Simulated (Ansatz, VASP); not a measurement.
**One calculation of NaH, two programs**

```
Na H
1.0
     0.00000    2.47211    2.47211
     2.47211    0.00000    2.47211
     2.47211    2.47211    0.00000
Na H
1 1
Direct
  0.00000 0.00000 0.00000
  0.50000 0.50000 0.50000
```

Change from the starting cell: volume scaled by 1.04.

Alike in both runs: task single point; functional PBE; k mesh 9 × 9 × 9; occupations fermi-dirac, width 0.03 eV; no spin polarisation.

```csv
,VASP,Ansatz
version,VASP 6.6.1,Ansatz 0.2.0
potentials or method,"VASP PAW PBE potentials, release 64 (Na_pv, H), cutoff 520 eV","all-electron LAPW, scalar-relativistic"
```

```csv
,VASP,Ansatz,Ansatz less VASP
gap on the k mesh at the Fermi level (eV),3.94,3.94,+0.002
pressure (GPa),-1.4,-1.4,+0.06
```

Ansatz ran all-electron here, and VASP with PAW potentials.
